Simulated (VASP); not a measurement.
# AgCl (Fm-3m) in VASP: a series of runs

The runs below take AgCl through single point, with PBEsol, r2SCAN, PBE.

Everything below comes from runs of VASP 6.6.1. Logs are shortened: lines on timing, memory, paths and dates and some standing lists are left out, and cuts for length are marked.

## (1) The cell of the first run

Symmetry: Fm-3m, No. 225, cubic system. The conventional cell has a = 5.546 Å, b = 5.546 Å, c = 5.546 Å, α = 90.00°, β = 90.00°, γ = 90.00°. Ag (site symmetry m-3m) has 6 Cl at 2.77 Å within 3.7 Å. Within 3.7 Å of Cl (site symmetry m-3m) lie 6 Ag at 2.77 Å.

## (2) Single point, PBEsol

File INCAR:

```
PREC     = Accurate       # precision mode
ENCUT    = 500            # plane-wave cutoff, eV
EDIFF    = 1E-6           # SCF threshold, eV
ISMEAR   = 0              # smearing method
SIGMA    = 0.01           # smearing width, eV
LREAL    = False          # projectors in reciprocal space
LASPH    = True           # aspherical terms in the spheres
NELM     = 120            # most SCF steps
ALGO     = Normal         # electronic algorithm
ISIF     = 2              # what is computed and relaxed
LWAVE    = False          # write WAVECAR
LCHARG   = False          # write CHGCAR
GGA      = PS             # functional
NBANDS   = 16             # bands
GGA_COMPAT= False
```

File KPOINTS:

```
Automatic mesh
0
Gamma
  6 6 6
```

File POSCAR:

```
AgCl
1.0
    0.0000000000      2.7731838126      2.7731838126
    2.7731838126      0.0000000000      2.7731838126
    2.7731838126      2.7731838126      0.0000000000
Ag Cl
1 1
Direct
    0.0000000000      0.0000000000      0.0000000000
    0.5000000000      0.5000000000      0.5000000000
```

Potentials or basis: VASP PAW PBE potentials, release 64 (Ag, Cl).

The run is started by

```console
cat potpaw_PBE.64/Ag/POTCAR potpaw_PBE.64/Cl/POTCAR > POTCAR
mpirun -np 1 vasp_std > vasp.out
```

OUTCAR:

```text
PREC = Accurate
   ENCUT = 500
   EDIFF = 1E-6
   ISMEAR = 0
   LREAL = False
   LASPH = True
   NELM = 120
   ISIF = 2
   GGA = PS

 ion  position               nearest neighbor table
   1  0.000  0.000  0.000-   2 2.77   2 2.77   2 2.77   2 2.77   2 2.77   2 2.77
   2  0.500  0.500  0.500-   1 2.77   1 2.77   1 2.77   1 2.77   1 2.77   1 2.77

  LATTYP: Found a face centered cubic cell.
 ALAT       =     5.5463676252

  Lattice vectors:

 A1 = (   0.0000000000,   2.7731838126,   2.7731838126)
 A2 = (   2.7731838126,   0.0000000000,   2.7731838126)
 A3 = (   2.7731838126,   2.7731838126,   0.0000000000)

Analysis of symmetry for initial positions (statically):
=====================================================================
 Subroutine PRICEL returns:
 Original cell was already a primitive cell.

 Routine SETGRP: Setting up the symmetry group for a
 face centered cubic supercell.

 Subroutine GETGRP returns: Found 48 space group operations
 (whereof 48 operations were pure point group operations)
 out of a pool of 48 trial point group operations.

The static configuration has the point symmetry O_h .

Analysis of symmetry for dynamics (positions and initial velocities):
=====================================================================
 Subroutine PRICEL returns:
 Original cell was already a primitive cell.

 Routine SETGRP: Setting up the symmetry group for a
 face centered cubic supercell.

 Subroutine GETGRP returns: Found 48 space group operations
 (whereof 48 operations were pure point group operations)
 out of a pool of 48 trial point group operations.

The dynamic configuration has the point symmetry O_h .

 Subroutine INISYM returns: Found 48 space group operations
 (whereof 48 operations are pure point group operations),
 and found     1 'primitive' translations

----------------------------------------------------------------------------------------

                                     Primitive cell

  volume of cell :      42.6546

  direct lattice vectors                    reciprocal lattice vectors
     0.000000000  2.773183813  2.773183813    -0.180298182  0.180298182  0.180298182
     2.773183813  0.000000000  2.773183813     0.180298182 -0.180298182  0.180298182
     2.773183813  2.773183813  0.000000000     0.180298182  0.180298182 -0.180298182

  length of vectors
     3.921874159  3.921874159  3.921874159     0.312285612  0.312285612  0.312285612

  position of ions in fractional coordinates (direct lattice)
     0.000000000  0.000000000  0.000000000
     0.500000000  0.500000000  0.500000000

  ion indices of the primitive-cell ions
   primitive index   ion index
                 1           1
                 2           2

----------------------------------------------------------------------------------------

 KPOINTS: Automatic mesh

Automatic generation of k-mesh.
 Grid dimensions read from file:
 generate k-points for:    6    6    6

 Generating k-lattice:

  Cartesian coordinates                     Fractional coordinates (reciprocal lattice)
    -0.030049697  0.030049697  0.030049697     0.166666667  0.000000000  0.000000000
     0.030049697 -0.030049697  0.030049697     0.000000000  0.166666667  0.000000000
     0.030049697  0.030049697 -0.030049697     0.000000000  0.000000000  0.166666667

  Length of vectors
     0.052047602  0.052047602  0.052047602

  Shift w.r.t. Gamma in fractional coordinates (k-lattice)
     0.000000000  0.000000000  0.000000000

 Subroutine IBZKPT returns following result:
 ===========================================

 Found     16 irreducible k-points:

 Following reciprocal coordinates:
            Coordinates               Weight
  0.000000  0.000000  0.000000      1.000000
  0.166667  0.000000  0.000000      8.000000
  0.333333  0.000000  0.000000      8.000000
  0.500000  0.000000  0.000000      4.000000
  0.166667  0.166667  0.000000      6.000000
  0.333333  0.166667  0.000000     24.000000
[... 8 lines left out ...]
 -0.333333  0.333333  0.166667     24.000000
 -0.333333  0.500000  0.166667     12.000000
   k-points           NKPTS =     16   k-points in BZ     NKDIM =     16   number of bands    NBANDS=     16
   number of dos      NEDOS =    301   number of ions     NIONS =      2
   total plane-waves  NPLWV =  27000
   dimension x,y,z NGX =    30 NGY =   30 NGZ =   30
   dimension x,y,z NGXF=    60 NGYF=   60 NGZF=   60
   ions per type =               1   1
   NGX,Y,Z   is equivalent  to a cutoff of  12.72, 12.72, 12.72 a.u.
   NGXF,Y,Z  is equivalent  to a cutoff of  25.43, 25.43, 25.43 a.u.
 SYSTEM =  unknown system
   PREC   = accura    normal or accurate (medium, high low for compatibility)
   ISTART =      0    job   : 0-new  1-cont  2-samecut
   ICHARG =      2    charge: 1-file 2-atom 10-const
   ISPIN  =      1    spin polarized calculation?
   LNONCOLLINEAR =      F non collinear calculations
   LSORBIT =      F    spin-orbit coupling
   LASPH  =      T    aspherical Exc in radial PAW
   ENCUT  =  500.0 eV  36.75 Ry    6.06 a.u.   7.15  7.15  7.15*2*pi/ulx,y,z
   NELM   =    120;   NELMIN=  2; NELMDL= -5     # of ELM steps
   EDIFF  = 0.1E-05   stopping-criterion for ELM
   LREAL  =      F    real-space projection
[... 7 lines left out ...]
   TEBEG  =    0.0;   TEEND  =   0.0 temperature during run
   PSTRESS=    0.0 pullay stress
   NELECT =      18.0000    total number of electrons
   NUPDOWN=      -1.0000    fix difference up-down
   EMIN   =  10.00;   EMAX   =-10.00  energy-range for DOS
   EFERMI =   0.00;   METHOD = LEGACY
   ISMEAR =     0;   SIGMA  =   0.01  broadening in eV -4-tet -1-fermi 0-gaus
   EFERMI_NEDOS =   21; number of points for ismear=-14 and -15
   IALGO  =     38    algorithm
   IMIX   =      4    mixing-type and parameters
     AMIX     =   0.40;   BMIX     =  1.00
     AMIX_MAG =   1.60;   BMIX_MAG =  1.00
  volume/ion in A,a.u.               =      21.33       143.92
  Fermi-wavevector in a.u.,A,eV,Ry     =   1.227940  2.320469 20.515350  1.507836
  Thomas-Fermi vector in A             =   2.362884
   LORBIT       =      0    0 simple, 1 ext, 2 COOP (PROOUT), +10 PAW based schemes
   GGA     = PS    functional components
   LHFCALC =     F    Hartree Fock is set to
   AEXX    =    0.0000 exact exchange contribution
   IVDW    =     0    specifies the selected vdW correction
   LEPSILON=     F    determine dielectric tensor
   LRPA    =     F    only Hartree local field effects (RPA)
 non-spin polarized calculation
 Gauss-broadening in eV      SIGMA  =   0.01
  energy-cutoff  :      500.00
  volume of cell :       42.65
 maximum number of plane-waves:      1106
 NGX is ok and might be reduce to    30
   NGX = 15   NGY = 15   NGZ = 15

 number of electron      18.0000005 magnetization

 Free energy of the ion-electron system (eV)
  ---------------------------------------------------
  ext. energy  EPLUGINS =         0.00000000
  ---------------------------------------------------
  free energy    TOTEN  =        -6.04057450 eV

  energy without entropy =       -6.04057450  energy(sigma->0) =       -6.04057450

 E-fermi :   3.8345     XC(G=0): -10.2152

 val. band max:        3.7132340985   @ k =   0.5000   0.0000   0.0000
 cond. band min:       4.4429570473   @ k =   0.0000   0.0000   0.0000
 fundamental gap:      0.7297229488
 Fermi energy:         3.8345366557

 k-point     1 :       0.0000    0.0000    0.0000
  band No.  band energies     occupation
      1     -11.4289      2.00000
      2       1.2383      2.00000
      3       1.2383      2.00000
      4       1.2383      2.00000
      5       1.2777      2.00000
      6       1.2777      2.00000
[... 8 lines left out ...]
     15      16.8734      0.00000
     16      16.8734      0.00000

 k-point     2 :       0.1667    0.0000    0.0000
  band No.  band energies     occupation
      1     -11.3230      2.00000
      2       0.1676      2.00000
      3       0.3794      2.00000
      4       0.3794      2.00000
      5       1.3312      2.00000
      6       1.3312      2.00000
[... 8 lines left out ...]
     15      15.5920      0.00000
     16      16.1701      0.00000

 k-point     3 :       0.3333    0.0000    0.0000
  band No.  band energies     occupation
      1     -11.0969      2.00000
      2      -1.1010      2.00000
      3      -0.2562      2.00000
      4      -0.2562      2.00000
      5       1.5173      2.00000
      6       1.5173      2.00000
[... 8 lines left out ...]
     15      16.4653      0.00000
     16      16.4653      0.00000

 k-point     4 :       0.5000    0.0000    0.0000
  band No.  band energies     occupation
      1     -10.9756      2.00000
      2      -1.6067      2.00000
      3      -0.4791      2.00000
      4      -0.4791      2.00000
      5       1.6146      2.00000
      6       1.6146      2.00000
[... 8 lines left out ...]
     15      17.3910      0.00000
     16      17.3910      0.00000

 k-point     5 :       0.1667    0.1667    0.0000
  band No.  band energies     occupation
      1     -11.2944      2.00000
      2      -0.3222      2.00000
      3       0.7739      2.00000
      4       0.7739      2.00000
      5       1.1525      2.00000
      6       1.3255      2.00000
[... 8 lines left out ...]
     15      17.7353      0.00000
     16      18.3886      0.00000

 k-point     6 :       0.3333    0.1667    0.0000
  band No.  band energies     occupation
      1     -11.1227      2.00000
      2      -0.9045      2.00000
      3       0.0332      2.00000
      4       0.1731      2.00000
      5       1.2796      2.00000
      6       1.5454      2.00000
[... 8 lines left out ...]
     15      17.6163      0.00000
     16      18.1442      0.00000
[... 115 lines left out ...]
 k-point    13 :       0.5000    0.5000    0.0000
  band No.  band energies     occupation
      1     -10.9578      2.00000
      2      -0.6778      2.00000
      3       0.6259      2.00000
      4       0.6259      2.00000
      5       0.8994      2.00000
      6       1.4712      2.00000
[... 8 lines left out ...]
     15      18.8723      0.00000
     16      18.8723      0.00000

 k-point    14 :       0.5000    0.3333    0.1667
  band No.  band energies     occupation
      1     -10.9993      2.00000
      2      -1.0129      2.00000
      3      -0.2727      2.00000
      4       0.0302      2.00000
      5       1.4338      2.00000
      6       1.6170      2.00000
[... 8 lines left out ...]
     15      18.1508      0.00000
     16      19.6632      0.00000

 k-point    15 :      -0.3333    0.3333    0.1667
  band No.  band energies     occupation
      1     -10.9361      2.00000
      2      -0.9149      2.00000
      3      -0.3801      2.00000
      4      -0.3173      2.00000
      5       1.5411      2.00000
      6       1.6196      2.00000
[... 8 lines left out ...]
     15      17.1443      0.00000
     16      18.8724      0.00000

 k-point    16 :      -0.3333    0.5000    0.1667
  band No.  band energies     occupation
      1     -10.9316      2.00000
      2      -0.5320      2.00000
      3      -0.3354      2.00000
      4      -0.0454      2.00000
      5       1.5126      2.00000
      6       1.7235      2.00000
[... 8 lines left out ...]
     15      17.9262      0.00000
     16      18.8453      0.00000

------------------------ aborting loop because EDIFF is reached ----------------------------------------

  FORCE on cell =-STRESS in cart. coord.  units (eV):
  Direction    XX          YY          ZZ          XY          YZ          ZX
  --------------------------------------------------------------------------------------
  -------------------------------------------------------------------------------------
  Total       -0.7261089     -0.7261089     -0.7261089      0.0000000      0.0000000      0.0000000
  in kB      -27.2738460    -27.2738460    -27.2738460      0.0000000      0.0000000      0.0000000
  external PRESSURE =     -27.2738460 kB  Pullay stress =       0.0000000 kB

 VOLUME and BASIS-vectors are now :
 -----------------------------------------------------------------------------
  energy-cutoff  :      500.00
  volume of cell :       42.65
      direct lattice vectors                 reciprocal lattice vectors
     0.000000000  2.773183813  2.773183813    -0.180298182  0.180298182  0.180298182
     2.773183813  0.000000000  2.773183813     0.180298182 -0.180298182  0.180298182
     2.773183813  2.773183813  0.000000000     0.180298182  0.180298182 -0.180298182

 POSITION                                       TOTAL-FORCE (eV/Angst)
 -----------------------------------------------------------------------------------
      0.00000      0.00000      0.00000        -0.000000     -0.000000     -0.000000
      2.77318      2.77318      2.77318         0.000000      0.000000      0.000000
 -----------------------------------------------------------------------------------
    total drift:                               -0.000000      0.000000      0.000000

  FREE ENERGIE OF THE ION-ELECTRON SYSTEM (eV)
  ---------------------------------------------------
  free  energy   TOTEN  =        -6.0405745013 eV

  energy  without entropy=       -6.0405745013  energy(sigma->0) =       -6.04057450
```

It took 18 s on 1 thread of Intel Xeon Platinum 8259CL at 2.50GHz (Skylake/Cascade Lake), shared host; peak memory 0.16 GiB.

What came out:

```
Free energy            : -6.0406 eV
Pressure               : -2.7 GPa
Band gap on the k mesh : 0.73 eV (least direct gap 3.06 eV)
```

Caveat: semilocal functionals underestimate gaps, and a narrow one can read as zero; the PAW data sets were made with another functional, which shifts forces and pressure a little.

## (3) Single point, r2SCAN

POSCAR is that of step 2.

File INCAR.step1:

```
ALGO = Normal
EDIFF = 1E-5
ENCUT = 550
GGA = PE
GGA_COMPAT = False
ISMEAR = 0
LASPH = True
LCHARG = False
LREAL = False
LWAVE = True
NBANDS = 16
NELM = 120
PREC = Accurate
SIGMA = 0.01
```

File INCAR.step2:

```
ALGO = Normal
EDIFF = 1E-6
ENCUT = 550
GGA_COMPAT = False
ISIF = 2
ISMEAR = 0
ISTART = 1
LASPH = True
LCHARG = False
LMIXTAU = True
LREAL = False
LWAVE = False
METAGGA = R2SCAN
NBANDS = 16
NELM = 120
PREC = Accurate
SIGMA = 0.01
```

File KPOINTS:

```
k-points
0
Gamma
  8 8 8
```

Potentials or basis: VASP PAW PBE potentials, release 64 (Ag, Cl).

The run is started by

```console
cat potpaw_PBE.64/Ag/POTCAR potpaw_PBE.64/Cl/POTCAR > POTCAR
cp INCAR.step1 INCAR
mpirun -np 1 vasp_std > vasp.out
cp INCAR.step2 INCAR
mpirun -np 1 vasp_std > vasp.out
```

It took 2.3 min on 1 thread of Intel Xeon Platinum 8259CL at 2.50GHz (Skylake/Cascade Lake), shared host; peak memory 0.17 GiB.

It converged, with:

```yaml
Free_energy: -28.6433 eV
Pressure: -0.1 GPa
Band_gap_on_the_k_mesh: 1.42 eV (least direct gap 3.70 eV)
```

Levels at points of the mesh, in eV from the valence-band top:
```tsv
k point	band 6	band 7	band 8	band 9	band 10	band 11	band 12	band 13
(0.00, 0.00, 0.00)	-2.43	-2.43	-2.38	-2.38	1.42	11.34	11.34	11.34
(0.50, 0.00, 0.00)	-2.07	-1.75	0.00	0.00	4.71	7.16	8.27	8.27
(0.50, 0.50, 0.00)	-2.20	-1.95	-1.95	-1.84	2.93	8.35	9.24	12.34
```

Caveat: the PAW data sets were made with another functional, which shifts forces and pressure a little. A k mesh can miss the band edges.

## (4) Single point, PBE, non-collinear spin, zero start, spin-orbit coupling

File INCAR:

```
SYSTEM = AgCl
PREC = Accurate ; ENCUT = 500
EDIFF = 1E-6 ; ISMEAR = -1
SIGMA = 0.02 ; LREAL = .FALSE.
LASPH = .TRUE. ; NELM = 200
ALGO = Normal ; ISIF = 2
LWAVE = .FALSE. ; LCHARG = .FALSE.
LNONCOLLINEAR = .TRUE. ; MAGMOM = 0 0 0 0 0 0
LORBIT = 11 ; LSORBIT = .TRUE.
GGA_COMPAT = .FALSE. ; LORBMOM = .TRUE.
LMAXMIX = 4 ; GGA = PE
NBANDS = 30
```

File KPOINTS:

```
Automatic mesh
0
G
  6 6 6
  0 0 0
```

POSCAR is that of step 3.

The run is started by

```console
cat potpaw_PBE.64/Ag/POTCAR potpaw_PBE.64/Cl/POTCAR > POTCAR
mpirun -np 1 vasp_ncl > vasp.out
```

It took 74 s on 1 thread of Intel Xeon Platinum 8259CL at 2.50GHz (Skylake/Cascade Lake), shared host; peak memory 0.28 GiB.

The run converged. Its results:

```yaml
Free_energy: -5.4144 eV
Pressure: 1.5 GPa
Net_moment: 0.00 μB per cell
Valence_electrons_inside_the_program's_atomic_spheres: Ag 9.71; Cl 5.08
```

Moments on the atoms (μB; x, y, z):
```
Ag  0.00 0.00 0.00
Cl  0.00 0.00 0.00
```

## (5) The runs side by side

```tsv
level	spin	k mesh	cutoff (eV)	smearing	gap on the mesh (eV)	pressure (GPa)
PBEsol	off	6 × 6 × 6	500	gaussian 0.01 eV	0.73	-2.7
r2SCAN	off	8 × 8 × 8	550	gaussian 0.01 eV	1.42	-0.1
PBE	non-collinear, zero start, SOC	6 × 6 × 6	500	fermi-dirac 0.02 eV	-	1.5
```

Alike in all rows: task single point; potentials or basis VASP PAW PBE potentials, release 64 (Ag, Cl); cell as given.

The pressure there spans -2.7 GPa (PBEsol) to 1.5 GPa (PBE); a positive pressure means that this level wants a larger cell, a negative one a smaller.

Caveats: the PAW data sets were made with another functional, which shifts forces and pressure a little (at least some runs); semilocal functionals underestimate gaps, and a narrow one can read as zero (at least some runs).

Absolute energies hang on the potentials; compare differences alone.
